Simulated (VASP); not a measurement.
# Mn (Fd-3m) in VASP: a series of runs, part 2 of 2

VASP 6.6.1. The steps go on from the part before.

**6. Single point, LDA, collinear spin, ferromagnetic start**

This run uses another cell than the first one, of 14.08 Å³/atom.

Input file INCAR:

```
SYSTEM = Mn
PREC = Accurate ; ENCUT = 520
EDIFF = 1E-6 ; ISMEAR = -1
SIGMA = 0.08 ; LREAL = .False.
LASPH = .True. ; NELM = 150
ALGO = Normal ; ISIF = 2
LWAVE = .False. ; LCHARG = .True.
ISPIN = 2 ; MAGMOM = 3 3
LORBIT = 11 ; LMAXMIX = 4
LELF = .True. ; LVHAR = .True.
NBANDS = 24
```

Input file KPOINTS:

```
Automatic mesh
0
Gamma
  14 14 14
  0 0 0
```

Input file POSCAR:

```
Mn
1.0
    0.0000000000      2.4146549642      2.4146549642
    2.4146549642      0.0000000000      2.4146549642
    2.4146549642      2.4146549642      0.0000000000
Mn
2
Direct
   -0.1250000000     -0.1250000000     -0.1250000000
    0.1250000000      0.1250000000      0.1250000000
```

Potentials or basis: VASP PAW LDA potentials, release 64 (Mn_pv).

Command:

```console
cat potpaw_LDA.64/Mn_pv/POTCAR > POTCAR
mpirun -np 1 vasp_std > vasp.out
```

OUTCAR:

```text
SYSTEM = Mn
   PREC = Accurate
   ENCUT = 520
   EDIFF = 1E-6
   ISMEAR = -1
   LREAL = .False.
   LASPH = .True.
   NELM = 150
   ISIF = 2
   ISPIN = 2
   LORBIT = 11

 ion  position               nearest neighbor table
   1  0.875  0.875  0.875-   2 2.09   2 2.09   2 2.09   2 2.09
   2  0.125  0.125  0.125-   1 2.09   1 2.09   1 2.09   1 2.09

  LATTYP: Found a face centered cubic cell.
 ALAT       =     4.8293099284

  Lattice vectors:

 A1 = (   0.0000000000,   2.4146549642,   2.4146549642)
 A2 = (   2.4146549642,   0.0000000000,   2.4146549642)
 A3 = (   2.4146549642,   2.4146549642,   0.0000000000)

Analysis of symmetry for initial positions (statically):
=====================================================================
 Subroutine PRICEL returns:
 Original cell was already a primitive cell.

 Routine SETGRP: Setting up the symmetry group for a
 face centered cubic supercell.

 Subroutine GETGRP returns: Found 48 space group operations
 (whereof 12 operations were pure point group operations)
 out of a pool of 48 trial point group operations.

The static configuration has the point symmetry D_3d.
 The point group associated with its full space group is O_h .

Analysis of symmetry for dynamics (positions and initial velocities):
=====================================================================
 Subroutine PRICEL returns:
 Original cell was already a primitive cell.

 Routine SETGRP: Setting up the symmetry group for a
 face centered cubic supercell.

 Subroutine GETGRP returns: Found 48 space group operations
 (whereof 12 operations were pure point group operations)
 out of a pool of 48 trial point group operations.

The dynamic configuration has the point symmetry D_3d.
 The point group associated with its full space group is O_h .

Analysis of structural, dynamic, and magnetic symmetry:
=====================================================================
 Subroutine PRICEL returns:
 Original cell was already a primitive cell.

 Routine SETGRP: Setting up the symmetry group for a
 face centered cubic supercell.
[... 151 lines left out ...]
  ---------------------------------------------------
  free energy    TOTEN  =       -17.36903570 eV

  energy without entropy =      -17.32887051  energy(sigma->0) =      -17.34895311

 E-fermi :   6.6410     XC(G=0): -12.4215

 val. band max:        6.6226614087   @ k =  -0.4286   0.4286   0.0000
 cond. band min:       6.6503160143   @ k =  -0.3571   0.4286   0.1429
 fundamental gap:      0.0276546056
 Fermi energy:         6.6409948174

 spin component 1

 k-point     1 :       0.0000    0.0000    0.0000
  band No.  band energies     occupation
      1     -40.9373      1.00000
      2     -40.9373      1.00000
      3     -40.9373      1.00000
      4     -40.0479      1.00000
      5     -40.0479      1.00000
      6     -40.0479      1.00000
[... 637 lines left out ...]
     23      24.6702      0.00000
     24      25.5711      0.00000

 [... further k-points ...]

 spin component 2

 k-point     1 :       0.0000    0.0000    0.0000
  band No.  band energies     occupation
      1     -40.9373      1.00000
      2     -40.9373      1.00000
      3     -40.9373      1.00000
      4     -40.0479      1.00000
      5     -40.0479      1.00000
      6     -40.0479      1.00000
[... 637 lines left out ...]
     23      24.6702      0.00000
     24      25.5711      0.00000

 [... further k-points ...]

------------------------ aborting loop because EDIFF is reached ----------------------------------------

  FORCE on cell =-STRESS in cart. coord.  units (eV):
  Direction    XX          YY          ZZ          XY          YZ          ZX
  --------------------------------------------------------------------------------------
  -------------------------------------------------------------------------------------
  Total        0.2099000      0.2099000      0.2099000     -0.0000000     -0.0000000     -0.0000000
  in kB       11.9433943     11.9433943     11.9433943     -0.0000000     -0.0000000     -0.0000000
  external PRESSURE =      11.9433943 kB  Pullay stress =       0.0000000 kB

 VOLUME and BASIS-vectors are now :
 -----------------------------------------------------------------------------
  energy-cutoff  :      520.00
  volume of cell :       28.16
      direct lattice vectors                 reciprocal lattice vectors
     0.000000000  2.414654964  2.414654964    -0.207068922  0.207068922  0.207068922
     2.414654964  0.000000000  2.414654964     0.207068922 -0.207068922  0.207068922
     2.414654964  2.414654964  0.000000000     0.207068922  0.207068922 -0.207068922

 POSITION                                       TOTAL-FORCE (eV/Angst)
 -----------------------------------------------------------------------------------
      4.22565      4.22565      4.22565         0.000000      0.000000      0.000000
      0.60366      0.60366      0.60366        -0.000000     -0.000000     -0.000000
 -----------------------------------------------------------------------------------
    total drift:                                0.000000     -0.000000     -0.000000

  FREE ENERGIE OF THE ION-ELECTRON SYSTEM (eV)
  ---------------------------------------------------
  free  energy   TOTEN  =       -17.3690357036 eV

  energy  without entropy=      -17.3288705138  energy(sigma->0) =      -17.34895311

 total charge

# of ion       s       p       d       tot
------------------------------------------
    1        0.506   6.282   5.403  12.192
    2        0.506   6.282   5.403  12.192
--------------------------------------------------
tot          1.013  12.563  10.807  24.383

 magnetization (x)

# of ion       s       p       d       tot
------------------------------------------
    1       -0.000  -0.000  -0.000  -0.000
    2       -0.000  -0.000  -0.000  -0.000
--------------------------------------------------
tot         -0.000  -0.000  -0.000  -0.000
```

stdout:

```text
POSCAR found type information on POSCAR Mn
 POSCAR found :  1 types and       2 ions
 scaLAPACK will be used
 LDA part: xc-table for (Slater(with rela. corr.)+CA(PZ))
 , standard interpolation
 POSCAR, INCAR and KPOINTS ok, starting setup
 FFT: planning ... GRIDC
 FFT: planning ... GRID_SOFT
 FFT: planning ... GRID
 WAVECAR not read
 entering main loop
```

It took 2.6 min on 1 thread of Intel Xeon 8259CL, shared host; peak memory 0.22 GiB.

What came out:

```
Free energy                                           : -17.3690 eV
Pressure                                              : 1.2 GPa
Band gap on the k mesh                                : zero (filled and empty bands overlap)
Net moment                                            : 0.00 μB per cell
Valence electrons inside the program's atomic spheres : Mn 12.19
```

Caveat: atoms lie so close that the PAW spheres overlap strongly, which falsifies energies and pressures; the moments typed at the start vanished in this run.

**7. Single point, LDA, collinear spin, ferromagnetic start (14.08 Å³/atom)**

This run uses another cell than the first one, of 14.08 Å³/atom.

Input file INCAR:

```
SYSTEM = Mn
PREC = Accurate
ENCUT = 520
EDIFF = 1E-6
ISMEAR = -1
SIGMA = 0.08
LREAL = .False.
LASPH = .True.
NELM = 150
ALGO = Normal
ISIF = 2
LWAVE = .False.
LCHARG = .False.
ISPIN = 2
MAGMOM = 3 3
LORBIT = 11
LMAXMIX = 4
GGA = CA
NBANDS = 24
```

Input file KPOINTS:

```
regular mesh
0
Gamma
  14 14 14
  0 0 0
```

POSCAR is that of step 6.

Command:

```console
cat potpaw_LDA.64/Mn_pv/POTCAR > POTCAR
mpirun -np 1 vasp_std > vasp.out
```

Wall time 2.5 min (1 thread of Intel Xeon 8259CL, shared host); peak memory 0.22 GiB.

It converged, with:

- Free energy: -17.3690 eV
- Pressure: 1.2 GPa
- Band gap on the k mesh: zero (filled and empty bands overlap)
- Net moment: 0.00 μB per cell
- Valence electrons inside the program's atomic spheres: Mn 12.19

Levels at points of the mesh, in eV from the Fermi level:
Spin up:
| k point | band 11 | band 12 | band 13 | band 14 | band 15 | band 16 |
| --- | --- | --- | --- | --- | --- | --- |
| (0.00, 0.00, 0.00) | -1.82 | -1.82 | 0.45 | 0.45 | 0.45 | 2.47 |
| (0.50, 0.00, 0.00) | -1.89 | -1.89 | -0.37 | 1.16 | 1.16 | 2.16 |
| (0.50, 0.50, 0.00) | -0.50 | -0.50 | 0.01 | 0.01 | 2.40 | 2.40 |
Spin down:
```tsv
k point	band 11	band 12	band 13	band 14	band 15	band 16
(0.00, 0.00, 0.00)	-1.82	-1.82	0.45	0.45	0.45	2.47
(0.50, 0.00, 0.00)	-1.89	-1.89	-0.37	1.16	1.16	2.16
(0.50, 0.50, 0.00)	-0.50	-0.50	0.01	0.01	2.40	2.40
```

Caveat: atoms lie so close that the PAW spheres overlap strongly, which falsifies energies and pressures; the moments typed at the start vanished in this run.

The gap in the log of VASP goes by the Fermi energy; the results here count the filled bands.